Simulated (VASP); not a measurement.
# Rh (P6_3/mmc) in VASP: a series of runs, part 2 of 2

VASP 6.6.1. Earlier steps stand in the parts before.

## Step 4: Single point, PBE, collinear spin, ferromagnetic start (16.64 Å³/atom)

INCAR

```
SYSTEM = Rh
ALGO = Normal ; EDIFF = 1E-6
ENCUT = 500 ; GGA = PE
GGA_COMPAT = .False. ; ISIF = 2
ISMEAR = 0 ; ISPIN = 2
LASPH = .True. ; LCHARG = .True.
LELF = .True. ; LMAXMIX = 4
LORBIT = 11 ; LREAL = .False.
LVHAR = .True. ; LWAVE = .False.
MAGMOM = 0.625 0.625 ; NBANDS = 26
NELM = 200 ; NUPDOWN = 1.25
PREC = Accurate ; SIGMA = 0.15
```

KPOINTS

```
k-points
0
Gamma
  21 21 12
  0 0 0
```

POSCAR

```
Rh
1.0
    2.8794130266      0.0000000000      0.0000000000
   -1.4397065133      2.4936448290      0.0000000000
    0.0000000000      0.0000000000      4.6338326521
Rh
2
Direct
    0.6666666667      0.3333333333      0.7500000000
    0.3333333333      0.6666666667      0.2500000000
```

Potentials or basis: VASP PAW PBE potentials, release 64 (Rh_pv).

Command:

```console
cat potpaw_PBE.64/Rh_pv/POTCAR > POTCAR
mpirun -np 1 vasp_std > vasp.out
```

OUTCAR:

```text
SYSTEM = Rh
   EDIFF = 1E-6
   ENCUT = 500
   GGA = PE
   ISIF = 2
   ISMEAR = 0
   ISPIN = 2
   LASPH = .True.
   LORBIT = 11
   LREAL = .False.
   NELM = 200
   NUPDOWN = 1.25
   PREC = Accurate

 ion  position               nearest neighbor table
   1  0.667  0.333  0.750-   2 2.85   2 2.85   2 2.85   2 2.85   2 2.85   2 2.85
   2  0.333  0.667  0.250-   1 2.85   1 2.85   1 2.85   1 2.85   1 2.85   1 2.85

  LATTYP: Found a hexagonal cell.
 ALAT       =     2.8794130266
 C/A-ratio  =     1.6092976622

  Lattice vectors:

 A1 = (   2.8794130266,   0.0000000000,   0.0000000000)
 A2 = (  -1.4397065133,   2.4936448290,   0.0000000000)
 A3 = (   0.0000000000,   0.0000000000,   4.6338326521)

Analysis of symmetry for initial positions (statically):
=====================================================================
 Subroutine PRICEL returns:
 Original cell was already a primitive cell.

 Routine SETGRP: Setting up the symmetry group for a
 hexagonal supercell.

 Subroutine GETGRP returns: Found 24 space group operations
 (whereof 12 operations were pure point group operations)
 out of a pool of 24 trial point group operations.

The static configuration has the point symmetry D_3d.
 The point group associated with its full space group is D_6h.

Analysis of symmetry for dynamics (positions and initial velocities):
=====================================================================
 Subroutine PRICEL returns:
 Original cell was already a primitive cell.

 Routine SETGRP: Setting up the symmetry group for a
 hexagonal supercell.

 Subroutine GETGRP returns: Found 24 space group operations
 (whereof 12 operations were pure point group operations)
 out of a pool of 24 trial point group operations.

The dynamic configuration has the point symmetry D_3d.
 The point group associated with its full space group is D_6h.

Analysis of structural, dynamic, and magnetic symmetry:
=====================================================================
 Subroutine PRICEL returns:
 Original cell was already a primitive cell.
[... 146 lines left out ...]
   NGX = 11   NGY = 11   NGZ = 17

 number of electron      30.0000014 magnetization       1.2500001

 Free energy of the ion-electron system (eV)
  ---------------------------------------------------
  ext. energy  EPLUGINS =         0.00000000
  ---------------------------------------------------
  free energy    TOTEN  =       -13.93560316 eV

  energy without entropy =      -13.88249349  energy(sigma->0) =      -13.90904832

 E-fermi :   8.7296     XC(G=0): -12.8308

 val. band max:        8.7972125367   @ k =   0.2381   0.2381   0.0000
 cond. band min:       8.7316038774   @ k =   0.0476  -0.0000   0.5000
 fundamental gap:     -0.0656086593
 Fermi energy:         8.7980518358

 spin component 1

 k-point     1 :       0.0000    0.0000    0.0000
  band No.  band energies     occupation
      1     -37.9344      1.00000
      2     -37.5942      1.00000
      3     -37.5942      1.00000
      4     -37.5514      1.00000
      5     -37.5364      1.00000
      6     -37.5364      1.00000
[... 685 lines left out ...]
     25      28.9195      0.00000
     26      29.5027      0.00000

 [... further k-points ...]

 spin component 2

 k-point     1 :       0.0000    0.0000    0.0000
  band No.  band energies     occupation
      1     -37.4071      1.00000
      2     -37.0805      1.00000
      3     -37.0805      1.00000
      4     -37.0218      1.00000
      5     -37.0218      1.00000
      6     -37.0170      1.00000
[... 685 lines left out ...]
     25      29.0026      0.00000
     26      30.2951      0.00000

 [... further k-points ...]
[... 5 lines left out ...]
  --------------------------------------------------------------------------------------
  -------------------------------------------------------------------------------------
  Total       -5.2538600     -5.2538600     -5.4325080      0.0000000      0.0000000      0.0000000
  in kB     -252.9939696   -252.9939696   -261.5965705      0.0000000      0.0000000      0.0000000
  external PRESSURE =    -255.8615032 kB  Pullay stress =       0.0000000 kB

 VOLUME and BASIS-vectors are now :
 -----------------------------------------------------------------------------
  energy-cutoff  :      500.00
  volume of cell :       33.27
      direct lattice vectors                 reciprocal lattice vectors
     2.879413027  0.000000000  0.000000000     0.347293004  0.200509709  0.000000000
    -1.439706513  2.493644829  0.000000000     0.000000000  0.401019419  0.000000000
     0.000000000  0.000000000  4.633832652     0.000000000  0.000000000  0.215804082

 POSITION                                       TOTAL-FORCE (eV/Angst)
 -----------------------------------------------------------------------------------
      1.43971      0.83121      3.47537        -0.000000      0.000000      0.000000
     -0.00000      1.66243      1.15846         0.000000      0.000000      0.000000
 -----------------------------------------------------------------------------------
    total drift:                                0.000000     -0.000000      0.000000

  FREE ENERGIE OF THE ION-ELECTRON SYSTEM (eV)
  ---------------------------------------------------
  free  energy   TOTEN  =       -13.9356031568 eV

  energy  without entropy=      -13.8824934890  energy(sigma->0) =      -13.90904832

 total charge

# of ion       s       p       d       tot
------------------------------------------
    1        0.338   6.195   6.982  13.515
    2        0.338   6.195   6.982  13.515
--------------------------------------------------
tot          0.677  12.389  13.964  27.030

 magnetization (x)

# of ion       s       p       d       tot
------------------------------------------
    1       -0.002  -0.004   0.641   0.635
    2       -0.002  -0.004   0.641   0.635
--------------------------------------------------
tot         -0.004  -0.008   1.283   1.270
```

OSZICAR:

```text
N       E                     dE             d eps       ncg     rms          rms(c)
DAV:   1     0.324674299010E+03    0.32467E+03   -0.17650E+04 35184   0.124E+03
DAV:   2    -0.677604396017E+01   -0.33145E+03   -0.31759E+03 36244   0.402E+02
DAV:   3    -0.148000740311E+02   -0.80240E+01   -0.79453E+01 40096   0.696E+01
DAV:   4    -0.148552247606E+02   -0.55151E-01   -0.55135E-01 38704   0.582E+00
DAV:   5    -0.148560647334E+02   -0.83997E-03   -0.83993E-03 41152   0.749E-01    0.947E+00
DAV:   6    -0.139471358430E+02    0.90893E+00   -0.19745E+00 36768   0.139E+01    0.304E+00
DAV:   7    -0.139388289189E+02    0.83069E-02   -0.23503E-02 39686   0.118E+00    0.176E+00
DAV:   8    -0.139329819688E+02    0.58470E-02   -0.59577E-03 40460   0.719E-01    0.560E-01
DAV:   9    -0.139355851131E+02   -0.26031E-02   -0.99045E-04 41790   0.324E-01    0.560E-02
DAV:  10    -0.139355998192E+02   -0.14706E-04   -0.34848E-05 38818   0.469E-02    0.170E-02
DAV:  11    -0.139356026293E+02   -0.28101E-05   -0.26470E-06 40726   0.139E-02    0.778E-03
DAV:  12    -0.139356031568E+02   -0.52755E-06   -0.11961E-06 31178   0.927E-03
   1 F= -.13935603E+02 E0= -.13909048E+02  d E =-.531097E-01  mag=     1.2500
```

Wall time 10 min (1 thread of Oxide Virtual Turin-like, shared host); peak memory 0.41 GiB.

What came out:

* Free energy: -13.9356 eV
* Pressure: -25.6 GPa
* Net moment: 1.25 μB per cell
* Site moments: Rh +0.64 μB
* Valence electrons inside the program's atomic spheres: Rh 13.52

Caveat: the cell stands under tension; the total moment is fixed, so each spin has its own Fermi level and the state may be an excited one.

## Step 5: Single point, PBE, collinear spin, ferromagnetic start (13.25 Å³/atom)

This run uses another cell than the first one, of 13.25 Å³/atom.

INCAR

```
ALGO = Normal ; EDIFF = 1E-6
ENCUT = 500 ; GGA = PE
GGA_COMPAT = False ; ISIF = 2
ISMEAR = 0 ; ISPIN = 2
LASPH = True ; LCHARG = True
LELF = True ; LMAXMIX = 4
LORBIT = 11 ; LREAL = False
LVHAR = True ; LWAVE = False
MAGMOM = 1 1 ; NBANDS = 26
NELM = 200 ; NUPDOWN = 2.0
PREC = Accurate ; SIGMA = 0.15
```

KPOINTS

```
k-points
0
Gamma
  21 21 12
```

POSCAR

```
Rh
1.0
    2.6692693142      0.0000000000      0.0000000000
   -1.3346346571      2.3116550356      0.0000000000
    0.0000000000      0.0000000000      4.2956488669
Rh
2
Direct
    0.6666666667      0.3333333333      0.7500000000
    0.3333333333      0.6666666667      0.2500000000
```

Command:

```console
cat potpaw_PBE.64/Rh_pv/POTCAR > POTCAR
mpirun -np 1 vasp_std > vasp.out
```

It took 5.5 min on 1 thread of Oxide Virtual Turin-like, shared host; peak memory 0.34 GiB.

The run converged. Its results:

| Quantity | Value |
| --- | --- |
| Free energy | -14.0846 eV |
| Pressure | 25.6 GPa |
| Net moment | 2.00 μB per cell |
| Site moments | Rh +0.99 μB |
| Valence electrons inside the program's atomic spheres | Rh 13.87 |

Stress tensor (GPa, compression positive):
```
25.19  0.00  0.00
 0.00 25.19  0.00
 0.00  0.00 26.45
```

Caveat: the cell stands under pressure; the total moment is fixed, so each spin has its own Fermi level and the state may be an excited one.

## Step 6: Summary

| fixed moment (μB) | cell | pressure (GPa) | moment (μB) |
| --- | --- | --- | --- |
| 0.75 | a = 2.879, b = 2.879, c = 4.634 Å, angles 90.0, 90.0, 120.0°, 2 atoms | -26.5 | 0.75 |
| 1.0 | a = 2.669, b = 2.669, c = 4.296 Å, angles 90.0, 90.0, 120.0°, 2 atoms | 20.4 | 1.00 |
| 1.25 | a = 2.879, b = 2.879, c = 4.634 Å, angles 90.0, 90.0, 120.0°, 2 atoms | -25.6 | 1.25 |
| 2.0 | a = 2.669, b = 2.669, c = 4.296 Å, angles 90.0, 90.0, 120.0°, 2 atoms | 25.6 | 2.00 |

Alike in all rows: task single point; level PBE; potentials or basis VASP PAW PBE potentials, release 64 (Rh_pv); spin collinear, ferromagnetic start; k mesh 21 × 21 × 12; cutoff (eV) 500; smearing gaussian 0.15 eV.

Caveats: the total moment is fixed, so each spin has its own Fermi level and the state may be an excited one; the cell stands under tension (at least some runs); the cell stands under pressure (at least some runs).

Absolute energies hang on the potentials; compare differences alone.
